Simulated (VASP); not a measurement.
# CaB6 (Pm-3m) in VASP: further runs

CaB6 is run at these levels: PBE, r2SCAN; tasks: single point.

Everything below comes from runs of VASP 6.6.1. Logs are shortened: lines on timing, memory, paths and dates and some standing lists are left out, and cuts for length are marked.

**1. The cell of the first run**

It takes space group Pm-3m (No. 221, cubic). Conventional cell: a = 4.188 Å, b = 4.188 Å, c = 4.188 Å, α = 90.00°, β = 90.00°, γ = 90.00°. Within 4.2 Å of Ca (site symmetry m-3m) lie 24 B at 3.08 Å and 6 Ca at 4.19 Å. Within 2.2 Å of B (site symmetry 4mm) lie 5 B at 1.69 to 1.77 Å.

**2. Single point, PBE (10.49 Å³/atom)**

Input file INCAR:

```
PREC     = Accurate       # precision mode
ENCUT    = 520            # plane-wave cutoff, eV
EDIFF    = 1E-7           # SCF threshold, eV
ISMEAR   = -1             # smearing method
SIGMA    = 0.02           # smearing width, eV
LREAL    = F              # projectors in reciprocal space
LASPH    = T              # aspherical terms in the spheres
NELM     = 100            # most SCF steps
ALGO     = Normal         # electronic algorithm
ISIF     = 2              # what is computed and relaxed
LWAVE    = F              # write WAVECAR
LCHARG   = F              # write CHGCAR
GGA      = PE             # functional
NBANDS   = 23             # bands
```

Input file KPOINTS:

```
Automatic mesh
0
Gamma
  6 6 6
```

Input file POSCAR:

```
CaB6
1.0
    4.1877009479      0.0000000000      0.0000000000
    0.0000000000      4.1877009479      0.0000000000
    0.0000000000      0.0000000000      4.1877009479
Ca B
1 6
Direct
    0.5000000000      0.5000000000      0.5000000000
    0.0000000000      0.0000000000      0.2983669046
    0.0000000000      0.0000000000      0.7016330954
    0.2983669046      0.0000000000      0.0000000000
    0.7016330954      0.0000000000      0.0000000000
    0.0000000000      0.2983669046      0.0000000000
    0.0000000000      0.7016330954      0.0000000000
```

Potentials or basis: VASP PAW PBE potentials, release 64 (Ca_sv, B).

Started as:

```sh
$ cat potpaw_PBE.64/Ca_sv/POTCAR potpaw_PBE.64/B/POTCAR > POTCAR
$ mpirun -np 1 vasp_std > vasp.out
```

OUTCAR:

```text
PREC = Accurate
   ENCUT = 520
   EDIFF = 1E-7
   ISMEAR = -1
   LREAL = F
   LASPH = T
   NELM = 100
   ISIF = 2
   GGA = PE

 ion  position               nearest neighbor table
   1  0.500  0.500  0.500-
   2  0.000  0.000  0.298-   3 1.69   4 1.77   5 1.77   6 1.77   7 1.77
   3  0.000  0.000  0.702-   2 1.69   4 1.77   5 1.77   6 1.77   7 1.77
   4  0.298  0.000  0.000-   5 1.69   3 1.77   2 1.77   6 1.77   7 1.77
   5  0.702  0.000  0.000-   4 1.69   3 1.77   2 1.77   6 1.77   7 1.77
   6  0.000  0.298  0.000-   7 1.69   3 1.77   4 1.77   5 1.77   2 1.77
   7  0.000  0.702  0.000-   6 1.69   3 1.77   4 1.77   5 1.77   2 1.77

  LATTYP: Found a simple cubic cell.
 ALAT       =     4.1877009479

  Lattice vectors:

 A1 = (   4.1877009479,   0.0000000000,   0.0000000000)
 A2 = (   0.0000000000,   4.1877009479,   0.0000000000)
 A3 = (   0.0000000000,   0.0000000000,   4.1877009479)

Analysis of symmetry for initial positions (statically):
=====================================================================
 Subroutine PRICEL returns:
 Original cell was already a primitive cell.

 Routine SETGRP: Setting up the symmetry group for a
 simple cubic supercell.

 Subroutine GETGRP returns: Found 48 space group operations
 (whereof 48 operations were pure point group operations)
 out of a pool of 48 trial point group operations.

The static configuration has the point symmetry O_h .

Analysis of symmetry for dynamics (positions and initial velocities):
=====================================================================
 Subroutine PRICEL returns:
 Original cell was already a primitive cell.

 Routine SETGRP: Setting up the symmetry group for a
 simple cubic supercell.

 Subroutine GETGRP returns: Found 48 space group operations
 (whereof 48 operations were pure point group operations)
 out of a pool of 48 trial point group operations.

The dynamic configuration has the point symmetry O_h .

 Subroutine INISYM returns: Found 48 space group operations
 (whereof 48 operations are pure point group operations),
 and found     1 'primitive' translations

----------------------------------------------------------------------------------------

                                     Primitive cell

  volume of cell :      73.4390

  direct lattice vectors                    reciprocal lattice vectors
     4.187700948  0.000000000  0.000000000     0.238794511  0.000000000  0.000000000
     0.000000000  4.187700948  0.000000000     0.000000000  0.238794511  0.000000000
     0.000000000  0.000000000  4.187700948     0.000000000  0.000000000  0.238794511

  length of vectors
     4.187700948  4.187700948  4.187700948     0.238794511  0.238794511  0.238794511

  position of ions in fractional coordinates (direct lattice)
     0.500000000  0.500000000  0.500000000
     0.000000000  0.000000000  0.298366905
     0.000000000  0.000000000  0.701633095
     0.298366905  0.000000000  0.000000000
     0.701633095  0.000000000  0.000000000
     0.000000000  0.298366905  0.000000000
     0.000000000  0.701633095  0.000000000

  ion indices of the primitive-cell ions
   primitive index   ion index
                 1           1
                 2           2
                 3           3
                 4           4
                 5           5
                 6           6
                 7           7

----------------------------------------------------------------------------------------

 KPOINTS: Automatic mesh

Automatic generation of k-mesh.
 Grid dimensions read from file:
 generate k-points for:    6    6    6

 Generating k-lattice:

  Cartesian coordinates                     Fractional coordinates (reciprocal lattice)
     0.039799085  0.000000000  0.000000000     0.166666667  0.000000000  0.000000000
     0.000000000  0.039799085  0.000000000     0.000000000  0.166666667  0.000000000
     0.000000000  0.000000000  0.039799085     0.000000000  0.000000000  0.166666667

  Length of vectors
     0.039799085  0.039799085  0.039799085

  Shift w.r.t. Gamma in fractional coordinates (k-lattice)
     0.000000000  0.000000000  0.000000000

 Subroutine IBZKPT returns following result:
 ===========================================

 Found     20 irreducible k-points:

 Following reciprocal coordinates:
            Coordinates               Weight
  0.000000  0.000000  0.000000      1.000000
  0.166667  0.000000  0.000000      6.000000
  0.333333  0.000000  0.000000      6.000000
  0.500000  0.000000  0.000000      3.000000
  0.166667  0.166667  0.000000     12.000000
  0.333333  0.166667  0.000000     24.000000
[... 12 lines left out ...]
  0.500000  0.500000  0.333333      6.000000
  0.500000  0.500000  0.500000      1.000000
   k-points           NKPTS =     20   k-points in BZ     NKDIM =     20   number of bands    NBANDS=     23
   number of dos      NEDOS =    301   number of ions     NIONS =      7
   total plane-waves  NPLWV =  32768
   dimension x,y,z NGX =    32 NGY =   32 NGZ =   32
   dimension x,y,z NGXF=    64 NGYF=   64 NGZF=   64
   ions per type =               1   6
   NGX,Y,Z   is equivalent  to a cutoff of  12.70, 12.70, 12.70 a.u.
   NGXF,Y,Z  is equivalent  to a cutoff of  25.41, 25.41, 25.41 a.u.
 SYSTEM =  unknown system
   PREC   = accura    normal or accurate (medium, high low for compatibility)
   ISTART =      0    job   : 0-new  1-cont  2-samecut
   ICHARG =      2    charge: 1-file 2-atom 10-const
   ISPIN  =      1    spin polarized calculation?
   LNONCOLLINEAR =      F non collinear calculations
   LSORBIT =      F    spin-orbit coupling
   LASPH  =      T    aspherical Exc in radial PAW
   ENCUT  =  520.0 eV  38.22 Ry    6.18 a.u.   7.79  7.79  7.79*2*pi/ulx,y,z
   NELM   =    100;   NELMIN=  2; NELMDL= -5     # of ELM steps
   EDIFF  = 0.1E-06   stopping-criterion for ELM
   LREAL  =      F    real-space projection
   EDIFFG = 0.1E-05   stopping-criterion for IOM
   NSW    =      0    number of steps for IOM
   IBRION =     -1    ionic relax: 0-MD 1-quasi-New 2-CG
   NFREE  =      0    steps in history (QN), initial steepest desc. (CG)
   ISIF   =      2    stress and relaxation
   ISYM   =      2    0-nonsym 1-usesym 2-fastsym
   POTIM  = 0.5000    time-step for ionic-motion
   TEBEG  =    0.0;   TEEND  =   0.0 temperature during run
   PSTRESS=    0.0 pullay stress
   NELECT =      28.0000    total number of electrons
   NUPDOWN=      -1.0000    fix difference up-down
   EMIN   =  10.00;   EMAX   =-10.00  energy-range for DOS
   EFERMI =   0.00;   METHOD = LEGACY
   ISMEAR =    -1;   SIGMA  =   0.02  broadening in eV -4-tet -1-fermi 0-gaus
   EFERMI_NEDOS =   21; number of points for ismear=-14 and -15
   IALGO  =     38    algorithm
   IMIX   =      4    mixing-type and parameters
     AMIX     =   0.40;   BMIX     =  1.00
     AMIX_MAG =   1.60;   BMIX_MAG =  1.00
  volume/ion in A,a.u.               =      10.49        70.80
  Fermi-wavevector in a.u.,A,eV,Ry     =   1.187094  2.243283 19.173230  1.409193
  Thomas-Fermi vector in A             =   2.323253
   LORBIT       =      0    0 simple, 1 ext, 2 COOP (PROOUT), +10 PAW based schemes
   GGA     = PE    functional components
   LHFCALC =     F    Hartree Fock is set to
   AEXX    =    0.0000 exact exchange contribution
   IVDW    =     0    specifies the selected vdW correction
   LEPSILON=     F    determine dielectric tensor
   LRPA    =     F    only Hartree local field effects (RPA)
 non-spin polarized calculation
  energy-cutoff  :      520.00
  volume of cell :       73.44
 maximum number of plane-waves:      2008
 NGX is ok and might be reduce to    32
   NGX = 15   NGY = 15   NGZ = 15

 number of electron      28.0000002 magnetization

 Free energy of the ion-electron system (eV)
  ---------------------------------------------------
  ext. energy  EPLUGINS =         0.00000000
  ---------------------------------------------------
  free energy    TOTEN  =       -44.98856466 eV

  energy without entropy =      -44.98809346  energy(sigma->0) =      -44.98832906

 E-fermi :   4.4891     XC(G=0): -10.4489

 val. band max:        4.4256734252   @ k =   0.5000   0.0000   0.0000
 cond. band min:       4.5298165715   @ k =   0.5000   0.0000   0.0000
 fundamental gap:      0.1041431462
 Fermi energy:         4.4891327393

 k-point     1 :       0.0000    0.0000    0.0000
  band No.  band energies     occupation
      1     -36.7997      2.00000
      2     -17.7777      2.00000
      3     -17.7777      2.00000
      4     -17.7777      2.00000
      5      -9.7759      2.00000
      6      -2.2621      2.00000
[... 15 lines left out ...]
     22       9.0887      0.00000
     23      10.1067      0.00000

 k-point     2 :       0.1667    0.0000    0.0000
  band No.  band energies     occupation
      1     -36.7992      2.00000
      2     -17.7905      2.00000
      3     -17.7763      2.00000
      4     -17.7763      2.00000
      5      -9.6897      2.00000
      6      -3.3963      2.00000
[... 15 lines left out ...]
     22       9.1012      0.00000
     23       9.3982      0.00000

 k-point     3 :       0.3333    0.0000    0.0000
  band No.  band energies     occupation
      1     -36.7982      2.00000
      2     -17.8157      2.00000
      3     -17.7734      2.00000
      4     -17.7734      2.00000
      5      -9.4981      2.00000
      6      -4.4542      2.00000
[... 15 lines left out ...]
     22      10.0666      0.00000
     23      10.2766      0.00000
[... 391 lines left out ...]
 k-point    19 :       0.5000    0.5000    0.3333
  band No.  band energies     occupation
      1     -36.7943      2.00000
      2     -17.8118      2.00000
      3     -17.8118      2.00000
      4     -17.7990      2.00000
      5      -8.9596      2.00000
      6      -4.0108      2.00000
[... 15 lines left out ...]
     22      10.7469      0.00000
     23      10.8924      0.00000

 k-point    20 :       0.5000    0.5000    0.5000
  band No.  band energies     occupation
      1     -36.7938      2.00000
      2     -17.8097      2.00000
      3     -17.8097      2.00000
      4     -17.8097      2.00000
      5      -8.8840      2.00000
      6      -3.9342      2.00000
[... 15 lines left out ...]
     22      12.2442      0.00000
     23      12.2442      0.00000

------------------------ aborting loop because EDIFF is reached ----------------------------------------

  FORCE on cell =-STRESS in cart. coord.  units (eV):
  Direction    XX          YY          ZZ          XY          YZ          ZX
  --------------------------------------------------------------------------------------
  -------------------------------------------------------------------------------------
  Total       -1.9331269     -1.9331269     -1.9331269      0.0000000      0.0000000     -0.0000000
  in kB      -42.1739191    -42.1739191    -42.1739191      0.0000000      0.0000000     -0.0000000
  external PRESSURE =     -42.1739191 kB  Pullay stress =       0.0000000 kB

 VOLUME and BASIS-vectors are now :
 -----------------------------------------------------------------------------
  energy-cutoff  :      520.00
  volume of cell :       73.44
      direct lattice vectors                 reciprocal lattice vectors
     4.187700948  0.000000000  0.000000000     0.238794511  0.000000000  0.000000000
     0.000000000  4.187700948  0.000000000     0.000000000  0.238794511  0.000000000
     0.000000000  0.000000000  4.187700948     0.000000000  0.000000000  0.238794511

 POSITION                                       TOTAL-FORCE (eV/Angst)
 -----------------------------------------------------------------------------------
      2.09385      2.09385      2.09385         0.000000      0.000000      0.000000
      0.00000      0.00000      1.24947        -0.000000      0.000000     -0.132596
      0.00000      0.00000      2.93823         0.000000      0.000000      0.132596
      1.24947      0.00000      0.00000        -0.132596      0.000000      0.000000
      2.93823      0.00000      0.00000         0.132596      0.000000      0.000000
      0.00000      1.24947      0.00000        -0.000000     -0.132596      0.000000
      0.00000      2.93823      0.00000         0.000000      0.132596      0.000000
 -----------------------------------------------------------------------------------
    total drift:                                0.000000      0.000000     -0.000000

  FREE ENERGIE OF THE ION-ELECTRON SYSTEM (eV)
  ---------------------------------------------------
  free  energy   TOTEN  =       -44.9885646586 eV

  energy  without entropy=      -44.9880934564  energy(sigma->0) =      -44.98832906
```

It took 28 s on 1 thread of Intel Xeon Platinum 8488C (Sapphire Rapids), shared host; peak memory 0.18 GiB.

Results:

| Property | Result |
| --- | --- |
| Free energy | -44.9886 eV |
| Pressure | -4.2 GPa |
| Largest force | 0.133 eV/Å |
| Band gap on the k mesh | 0.10 eV |

Forces on the atoms (eV/Å):
```
Ca   0.000  0.000  0.000
B    0.000  0.000 -0.133
B    0.000  0.000  0.133
B   -0.133  0.000  0.000
B    0.133  0.000  0.000
B    0.000 -0.133  0.000
B    0.000  0.133  0.000
```

Levels at points of the mesh, in eV from the valence-band top:
```
           k point  band 10  band 11  band 12  band 13  band 14  band 15  band 16  band 17  band 18  band 19
(0.00, 0.00, 0.00)    -5.24    -5.24    -0.27    -0.27    -0.27     2.82     2.82     2.82     3.34     3.34
(0.50, 0.00, 0.00)    -4.87    -2.29    -2.29    -1.73     0.00     0.10     3.16     3.16     3.73     3.77
(0.50, 0.50, 0.00)    -4.79    -2.58    -2.58    -1.43    -1.43     3.04     3.04     4.01     4.27     4.31
(0.50, 0.50, 0.50)    -4.22    -4.22    -1.04    -1.04    -1.04     4.15     4.66     4.66     4.73     4.73
```

Caveat: the cell stands under tension. A k mesh can miss the band edges.

**3. Single point, PBE (10.80 Å³/atom)**

This run uses another cell than the first one, of 10.80 Å³/atom.

Input file INCAR:

```
SYSTEM = CaB6
PREC     = Accurate       ! precision mode
ENCUT    = 520            ! plane-wave cutoff, eV
EDIFF    = 1E-6           ! SCF threshold, eV
ISMEAR   = -1             ! smearing method
SIGMA    = 0.02           ! smearing width, eV
LREAL    = .FALSE.        ! projectors in reciprocal space
LASPH    = .TRUE.         ! aspherical terms in the spheres
NELM     = 80             ! most SCF steps
ALGO     = Normal         ! electronic algorithm
ISIF     = 2              ! what is computed and relaxed
LWAVE    = .FALSE.        ! write WAVECAR
LCHARG   = .FALSE.        ! write CHGCAR
GGA      = PE             ! functional
NBANDS   = 23             ! bands
```

Input file KPOINTS:

```
regular mesh
0
G
  6 6 6
  0 0 0
```

Changes to POSCAR since step 2:

```diff
@@ -2,5 +2,5 @@
 1.0
-    4.1877009479      0.0000000000      0.0000000000
-    0.0000000000      4.1877009479      0.0000000000
-    0.0000000000      0.0000000000      4.1877009479
+    4.2279697735      0.0000000000      0.0000000000
+    0.0000000000      4.2279697735      0.0000000000
+    0.0000000000      0.0000000000      4.2279697735
 Ca B
```

Potentials or basis: VASP PAW PBE potentials, release 64 (Ca_sv, B).

Started as:

```sh
$ cat potpaw_PBE.64/Ca_sv/POTCAR potpaw_PBE.64/B/POTCAR > POTCAR
$ mpirun -np 1 vasp_std > vasp.out
```

OUTCAR:

```text
SYSTEM = CaB6
   PREC = Accurate
   ENCUT = 520
   EDIFF = 1E-6
   ISMEAR = -1
   LREAL = .FALSE.
   LASPH = .TRUE.
   NELM = 80
   ISIF = 2
   GGA = PE

 ion  position               nearest neighbor table
   1  0.500  0.500  0.500-
   2  0.000  0.000  0.298-   3 1.70   4 1.78   5 1.78   6 1.78   7 1.78
   3  0.000  0.000  0.702-   2 1.70   4 1.78   5 1.78   6 1.78   7 1.78
   4  0.298  0.000  0.000-   5 1.70   3 1.78   2 1.78   6 1.78   7 1.78
[... 724 lines left out ...]
  -------------------------------------------------------------------------------------
  Total       -3.7888821     -3.7888821     -3.7888821     -0.0000000      0.0000000      0.0000000
  in kB      -80.3204349    -80.3204349    -80.3204349     -0.0000000      0.0000000      0.0000000
  external PRESSURE =     -80.3204349 kB  Pullay stress =       0.0000000 kB

 VOLUME and BASIS-vectors are now :
 -----------------------------------------------------------------------------
  energy-cutoff  :      520.00
  volume of cell :       75.58
      direct lattice vectors                 reciprocal lattice vectors
     4.227969773  0.000000000  0.000000000     0.236520139  0.000000000  0.000000000
     0.000000000  4.227969773  0.000000000     0.000000000  0.236520139  0.000000000
     0.000000000  0.000000000  4.227969773     0.000000000  0.000000000  0.236520139

 POSITION                                       TOTAL-FORCE (eV/Angst)
 -----------------------------------------------------------------------------------
      2.11398      2.11398      2.11398         0.000000      0.000000     -0.000000
      0.00000      0.00000      1.26149         0.000000      0.000000     -0.269511
      0.00000      0.00000      2.96648        -0.000000     -0.000000      0.269511
      1.26149      0.00000      0.00000        -0.269511     -0.000000     -0.000000
      2.96648      0.00000      0.00000         0.269511      0.000000      0.000000
      0.00000      1.26149      0.00000         0.000000     -0.269511      0.000000
      0.00000      2.96648      0.00000        -0.000000      0.269511      0.000000
 -----------------------------------------------------------------------------------
    total drift:                                0.000000      0.000000     -0.000000

  FREE ENERGIE OF THE ION-ELECTRON SYSTEM (eV)
  ---------------------------------------------------
  free  energy   TOTEN  =       -44.9072491273 eV

  energy  without entropy=      -44.9066144534  energy(sigma->0) =      -44.90693179
```

Run time: 25 s. Hardware: 1 thread of Intel Xeon Platinum 8488C (Sapphire Rapids), shared host; peak memory 0.18 GiB.

Results:

* Free energy: -44.9072 eV
* Pressure: -8.0 GPa
* Largest force: 0.270 eV/Å
* Band gap on the k mesh: 0.06 eV

Forces on the atoms (eV/Å):
```
Ca   0.000  0.000  0.000
B    0.000  0.000 -0.270
B    0.000  0.000  0.270
B   -0.270  0.000  0.000
B    0.270  0.000  0.000
B    0.000 -0.270  0.000
B    0.000  0.270  0.000
```

Levels at points of the mesh, in eV from the valence-band top:
| k point | band 11 | band 12 | band 13 | band 14 | band 15 | band 16 | band 17 | band 18 |
| --- | --- | --- | --- | --- | --- | --- | --- | --- |
| (0.00, 0.00, 0.00) | -5.25 | -0.30 | -0.30 | -0.30 | 2.74 | 2.74 | 2.74 | 3.23 |
| (0.50, 0.00, 0.00) | -2.28 | -2.28 | -1.75 | 0.00 | 0.06 | 3.05 | 3.05 | 3.54 |
| (0.50, 0.50, 0.00) | -2.55 | -2.55 | -1.46 | -1.46 | 2.94 | 2.94 | 3.88 | 4.11 |
| (0.50, 0.50, 0.50) | -4.17 | -1.08 | -1.08 | -1.08 | 3.97 | 4.51 | 4.51 | 4.56 |

Caveat: the cell stands under tension.

[end of part 1 of 2]
